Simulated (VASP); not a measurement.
# HOs12 (a cell with a defect) in VASP: further runs

HOs12 (a cell with a defect) is run at these levels: PBE; tasks: single point.

All numbers are computed with VASP 6.6.1; they aren't measurements. Logs are shortened: lines on timing, memory, paths and dates and some standing lists are left out, and cuts for length are marked.

### Step 1. The cell of the first run

The cell holds a defect, 13 atoms: a = 5.480 Å, b = 8.220 Å, c = 4.326 Å, α = 90.00°, β = 90.00°, γ = 120.00°.

### Step 2. Single point, PBE

The input, INCAR:

```
SYSTEM = HOs12
PREC = Accurate
ENCUT = 520
EDIFF = 1E-6
ISMEAR = -1
SIGMA = 0.05
LREAL = .False.
LASPH = .True.
NELM = 80
ALGO = Normal
ISIF = 2
LWAVE = .False.
LCHARG = .False.
GGA = PE
NBANDS = 60
```

The input, KPOINTS:

```
regular mesh
0
Gamma
  2 2 3
  0 0 0
```

The input, POSCAR:

```
HOs12
1.0
    5.4800000000      0.0000000000      0.0000000000
   -4.1100000000      7.1187290000      0.0000000000
    0.0000000000      0.0000000000      4.3264600000
Os H
12 1
Direct
    0.0136385891      0.0155083864     -0.0461809424
    0.1865991862      0.2485556059      0.5070427093
   -0.0048589635      0.3338376837      0.0474521895
    0.1745248140      0.5577119174      0.5237538311
    0.0015756920      0.6552152779     -0.0161332822
    0.1380265368      0.8729648228      0.4624566042
    0.5041096324     -0.0134012687     -0.0053161245
    0.6595175805      0.2297460684      0.4965722554
    0.5109587444      0.3225435327      0.0101006365
    0.6775234864      0.5659437239      0.4950929860
    0.4864609912      0.6660599104      0.0077199373
    0.6499301703      0.8821939984      0.5296246816
    0.3182268284      0.1158352846      0.5858600334
```

Potentials or basis: VASP PAW PBE potentials, release 64 (Os, H).

Launch:

```sh
> cat potpaw_PBE.64/Os/POTCAR potpaw_PBE.64/H/POTCAR > POTCAR
> mpirun -np 1 vasp_std > vasp.out
```

OUTCAR:

```text
SYSTEM = HOs12
   PREC = Accurate
   ENCUT = 520
   EDIFF = 1E-6
   ISMEAR = -1
   LREAL = .False.
   LASPH = .True.
   NELM = 80
   ISIF = 2
   GGA = PE

 ion  position               nearest neighbor table
   1  0.014  0.016  0.954-  12 2.52   2 2.55   9 2.64   6 2.67   7 2.69   3 2.70   6 2.73   7 2.82
                            11 2.89   2 2.91   5 2.93  12 3.03
   2  0.187  0.249  0.507-  13 1.62   3 2.51   1 2.55   4 2.58  10 2.65   9 2.66   8 2.67   9 2.68
                             3 2.79   8 2.81   1 2.91   6 2.97  12 2.98
   3  0.995  0.334  0.047-   2 2.51   8 2.51   4 2.61   9 2.61   5 2.64   1 2.70  11 2.72   4 2.77
                             7 2.79   2 2.79   8 2.87   9 2.88
   4  0.175  0.558  0.524-   5 2.50  11 2.56   2 2.58   3 2.61  12 2.64  11 2.68   6 2.71  10 2.73
                            10 2.76   8 2.76   3 2.77   5 2.78
   5  0.002  0.655  0.984-   4 2.50   6 2.59  11 2.62  10 2.62   3 2.64  10 2.70   9 2.71   7 2.74
                             6 2.74   4 2.78  11 2.87   1 2.93
   6  0.138  0.873  0.462-  13 1.81  10 2.53   5 2.59   7 2.67   1 2.67   4 2.71  12 2.73   1 2.73
                             5 2.74  12 2.78   7 2.89   8 2.90   2 2.97
   7  0.504  0.987  0.995-  12 2.47  11 2.59   6 2.67   1 2.69  12 2.72   5 2.74   9 2.74   8 2.77
                             8 2.78   3 2.79   1 2.82   6 2.89
   8  0.660  0.230  0.497-  13 1.67   9 2.51   3 2.51   9 2.61   2 2.67  10 2.72   4 2.76   7 2.77
                             7 2.78   2 2.81  12 2.83   3 2.87   6 2.90
   9  0.511  0.323  0.010-   8 2.51   8 2.61   3 2.61   1 2.64   2 2.66   2 2.68   5 2.71  10 2.72
                             7 2.74  10 2.82   3 2.88  11 2.89
  10  0.678  0.566  0.495-   6 2.53   5 2.62   2 2.65  11 2.66  12 2.68   5 2.70   8 2.72   9 2.72
                             4 2.73  11 2.75   4 2.76   9 2.82
  11  0.486  0.666  0.008-   4 2.56  12 2.58   7 2.59   5 2.62  10 2.66   4 2.68   3 2.72  12 2.73
                            10 2.75   5 2.87   1 2.89   9 2.89
  12  0.650  0.882  0.530-   7 2.47   1 2.52  11 2.58   4 2.64  10 2.68   7 2.72   6 2.73  11 2.73
                             6 2.78   8 2.83   2 2.98   1 3.03
  13  0.318  0.116  0.586-   2 1.62   8 1.67   6 1.81

  LATTYP: Found a simple monoclinic cell.
 ALAT       =     5.4800000000
 B/A-ratio  =     0.7895000000
 C/A-ratio  =     1.3228756879
 COS(beta)  =    -0.1889822319

  Lattice vectors:

 A1 = (   5.4800000000,   0.0000000000,   0.0000000000)
 A2 = (   0.0000000000,   0.0000000000,   4.3264600000)
 A3 = (  -1.3700000000,  -7.1187290000,   0.0000000000)

Analysis of symmetry for initial positions (statically):
=====================================================================
 Subroutine PRICEL returns:
 Original cell was already a primitive cell.

 Routine SETGRP: Setting up the symmetry group for a
 simple monoclinic supercell.

 Subroutine GETGRP returns: Found  1 space group operations
 (whereof  1 operations were pure point group operations)
 out of a pool of  4 trial point group operations.

The static configuration has the point symmetry C_1 .

Analysis of symmetry for dynamics (positions and initial velocities):
=====================================================================
 Subroutine PRICEL returns:
 Original cell was already a primitive cell.

 Routine SETGRP: Setting up the symmetry group for a
 simple monoclinic supercell.

 Subroutine GETGRP returns: Found  1 space group operations
 (whereof  1 operations were pure point group operations)
 out of a pool of  4 trial point group operations.

The dynamic configuration has the point symmetry C_1 .

 Subroutine INISYM returns: Found  1 space group operations
 (whereof  1 operations are pure point group operations),
 and found     1 'primitive' translations

----------------------------------------------------------------------------------------

                                     Primitive cell

  volume of cell :     168.7780

  direct lattice vectors                    reciprocal lattice vectors
     5.480000000  0.000000000  0.000000000     0.182481752  0.105355886  0.000000000
    -4.110000000  7.118729000  0.000000000     0.000000000  0.140474514  0.000000000
     0.000000000  0.000000000  4.326460000     0.000000000  0.000000000  0.231135848

  length of vectors
     5.480000000  8.220000157  4.326460000     0.210711776  0.140474514  0.231135848

  position of ions in fractional coordinates (direct lattice)
     0.013638589  0.015508386  0.953819058
     0.186599186  0.248555606  0.507042709
[... 41 lines left out ...]
     0.000000000  0.000000000  0.077045283     0.000000000  0.000000000  0.333333333

  Length of vectors
     0.105355888  0.070237257  0.077045283

  Shift w.r.t. Gamma in fractional coordinates (k-lattice)
     0.000000000  0.000000000  0.000000000

 Subroutine IBZKPT returns following result:
 ===========================================

 Found      8 irreducible k-points:

 Following reciprocal coordinates:
            Coordinates               Weight
  0.000000  0.000000  0.000000      1.000000
  0.500000  0.000000  0.000000      1.000000
  0.000000  0.500000  0.000000      1.000000
  0.500000  0.500000  0.000000      1.000000
  0.000000  0.000000  0.333333      2.000000
  0.500000  0.000000  0.333333      2.000000
  0.000000  0.500000  0.333333      2.000000
  0.500000  0.500000  0.333333      2.000000
   k-points           NKPTS =      8   k-points in BZ     NKDIM =      8   number of bands    NBANDS=     60
   number of dos      NEDOS =    301   number of ions     NIONS =     13
   total plane-waves  NPLWV =  86016
   dimension x,y,z NGX =    42 NGY =   64 NGZ =   32
   dimension x,y,z NGXF=    84 NGYF=  128 NGZF=   64
   ions per type =              12   1
   NGX,Y,Z   is equivalent  to a cutoff of  12.74, 12.94, 12.30 a.u.
   NGXF,Y,Z  is equivalent  to a cutoff of  25.48, 25.89, 24.59 a.u.
 SYSTEM =  HOs12
   PREC   = accura    normal or accurate (medium, high low for compatibility)
   ISTART =      0    job   : 0-new  1-cont  2-samecut
   ICHARG =      2    charge: 1-file 2-atom 10-const
   ISPIN  =      1    spin polarized calculation?
   LNONCOLLINEAR =      F non collinear calculations
   LSORBIT =      F    spin-orbit coupling
   LASPH  =      T    aspherical Exc in radial PAW
   ENCUT  =  520.0 eV  38.22 Ry    6.18 a.u.  10.19 15.28  8.04*2*pi/ulx,y,z
   NELM   =     80;   NELMIN=  2; NELMDL= -5     # of ELM steps
   EDIFF  = 0.1E-05   stopping-criterion for ELM
   LREAL  =      F    real-space projection
   EDIFFG = 0.1E-04   stopping-criterion for IOM
   NSW    =      0    number of steps for IOM
   IBRION =     -1    ionic relax: 0-MD 1-quasi-New 2-CG
   NFREE  =      0    steps in history (QN), initial steepest desc. (CG)
   ISIF   =      2    stress and relaxation
   ISYM   =      2    0-nonsym 1-usesym 2-fastsym
   POTIM  = 0.5000    time-step for ionic-motion
   TEBEG  =    0.0;   TEEND  =   0.0 temperature during run
   PSTRESS=    0.0 pullay stress
   NELECT =      97.0000    total number of electrons
   NUPDOWN=      -1.0000    fix difference up-down
   EMIN   =  10.00;   EMAX   =-10.00  energy-range for DOS
   EFERMI =   0.00;   METHOD = LEGACY
   ISMEAR =    -1;   SIGMA  =   0.05  broadening in eV -4-tet -1-fermi 0-gaus
   EFERMI_NEDOS =   21; number of points for ismear=-14 and -15
   IALGO  =     38    algorithm
   IMIX   =      4    mixing-type and parameters
     AMIX     =   0.40;   BMIX     =  1.00
     AMIX_MAG =   1.60;   BMIX_MAG =  1.00
  volume/ion in A,a.u.               =      12.98        87.61
  Fermi-wavevector in a.u.,A,eV,Ry     =   1.361111  2.572127 25.206464  1.852623
  Thomas-Fermi vector in A             =   2.487715
   LORBIT       =      0    0 simple, 1 ext, 2 COOP (PROOUT), +10 PAW based schemes
   GGA     = PE    functional components
   LHFCALC =     F    Hartree Fock is set to
   AEXX    =    0.0000 exact exchange contribution
   IVDW    =     0    specifies the selected vdW correction
   LEPSILON=     F    determine dielectric tensor
   LRPA    =     F    only Hartree local field effects (RPA)
 non-spin polarized calculation
  energy-cutoff  :      520.00
  volume of cell :      168.78
 maximum number of plane-waves:      4560
 NGX is ok and might be reduce to    42
   NGX = 21   NGY = 31   NGZ = 17

 number of electron      97.0000002 magnetization

 Free energy of the ion-electron system (eV)
  ---------------------------------------------------
  ext. energy  EPLUGINS =         0.00000000
  ---------------------------------------------------
  free energy    TOTEN  =      -134.26443713 eV

  energy without entropy =     -134.20061990  energy(sigma->0) =     -134.23252851

 E-fermi :   9.6629     XC(G=0): -14.0391

 val. band max:        9.6430353294   @ k =   0.5000   0.5000   0.3333
 cond. band min:       9.7043958270   @ k =   0.0000   0.0000   0.3333
 fundamental gap:      0.0613604976
 Fermi energy:         9.6628514158

 k-point     1 :       0.0000    0.0000    0.0000
  band No.  band energies     occupation
      1      -2.2408      2.00000
      2       0.0004      2.00000
      3       1.5913      2.00000
      4       1.7657      2.00000
      5       2.0399      2.00000
      6       2.4283      2.00000
[... 493 lines left out ...]
     59      11.6029      0.00000
     60      11.6883      0.00000

------------------------ aborting loop because EDIFF is reached ----------------------------------------

  FORCE on cell =-STRESS in cart. coord.  units (eV):
  Direction    XX          YY          ZZ          XY          YZ          ZX
  --------------------------------------------------------------------------------------
  -------------------------------------------------------------------------------------
  Total       21.4902371     23.2106413     25.6730505     -2.0825412      0.7389212     -0.6819164
  in kB      204.0027766    220.3342494    243.7094364    -19.7691720      7.0144402     -6.4733038
  external PRESSURE =     222.6821541 kB  Pullay stress =       0.0000000 kB

 VOLUME and BASIS-vectors are now :
 -----------------------------------------------------------------------------
  energy-cutoff  :      520.00
  volume of cell :      168.78
      direct lattice vectors                 reciprocal lattice vectors
     5.480000000  0.000000000  0.000000000     0.182481752  0.105355886  0.000000000
    -4.110000000  7.118729000  0.000000000     0.000000000  0.140474514  0.000000000
     0.000000000  0.000000000  4.326460000     0.000000000  0.000000000  0.231135848

 POSITION                                       TOTAL-FORCE (eV/Angst)
 -----------------------------------------------------------------------------------
      0.01100      0.11040      4.12666        -0.415008     -2.052375      3.026617
      0.00100      1.76940      2.19370        -2.366096     -0.799775     -0.773732
      4.08130      2.37650      0.20530         0.552464      0.060091     -3.310757
     -1.33580      3.97020      2.26600        -0.738904     -0.219609     -1.141060
     -2.68430      4.66430      4.25666        -1.642741      1.372561      0.964859
     -2.83150      6.21440      2.00080         0.953216      1.165753      1.033458
     -1.29240      7.02333      4.30346        -1.309744      2.696987      1.439912
      2.66990      1.63550      2.14840         3.399276     -1.157059      0.847415
      1.47440      2.29610      0.04370        -1.151218      2.307479     -0.045630
      1.38680      4.02880      2.14200        -0.576888     -1.703824      0.586050
     -0.07170      4.74150      0.03340         2.138980     -0.226319     -0.169432
     -0.06420      6.28010      2.29140         0.598280      0.228268     -3.170615
      1.26780      0.82460      2.53470         0.558384     -1.672179      0.712914
 -----------------------------------------------------------------------------------
    total drift:                                0.000101      0.000040     -0.000164

  FREE ENERGIE OF THE ION-ELECTRON SYSTEM (eV)
  ---------------------------------------------------
  free  energy   TOTEN  =      -134.2644371259 eV

  energy  without entropy=     -134.2006199012  energy(sigma->0) =     -134.23252851
```

Wall time 1.8 min (1 thread of Oxide Virtual Turin-like, shared host); peak memory 0.26 GiB.

Results:

- Free energy: -134.2644 eV
- Pressure: 22.3 GPa
- Largest force: 3.689 eV/Å

Forces in eV/Å, atoms in the order of the input:
```
Os  -0.415 -2.052  3.027
Os  -2.366 -0.800 -0.774
Os   0.552  0.060 -3.311
Os  -0.739 -0.220 -1.141
Os  -1.643  1.373  0.965
Os   0.953  1.166  1.033
Os  -1.310  2.697  1.440
Os   3.399 -1.157  0.847
Os  -1.151  2.307 -0.046
Os  -0.577 -1.704  0.586
Os   2.139 -0.226 -0.169
Os   0.598  0.228 -3.171
H    0.558 -1.672  0.713
```

Stress tensor (GPa, compression positive):
```
20.40 -1.98 -0.65
-1.98 22.03  0.70
-0.65  0.70 24.37
```

Levels at points of the mesh, in eV from the Fermi level:
| k point | band 46 | band 47 | band 48 | band 49 | band 50 | band 51 | band 52 | band 53 |
| --- | --- | --- | --- | --- | --- | --- | --- | --- |
| (0.00, 0.00, 0.00) | -0.33 | 0.16 | 0.26 | 0.38 | 0.61 | 0.75 | 0.88 | 0.99 |
| (0.50, 0.00, 0.00) | -0.90 | -0.78 | -0.38 | -0.26 | -0.12 | -0.06 | 0.21 | 0.55 |
| (0.00, 0.50, 0.00) | -1.26 | -1.15 | -0.87 | 0.36 | 0.58 | 1.36 | 1.44 | 1.71 |
| (0.50, 0.50, 0.00) | -1.15 | -0.50 | -0.46 | -0.28 | -0.09 | 0.15 | 0.47 | 1.06 |

Caveat: the k points lie up to 0.66 Å⁻¹ apart; spin-orbit coupling is left out, which moves the levels of the heavy elements.

(Continued in part 2 of 2.)
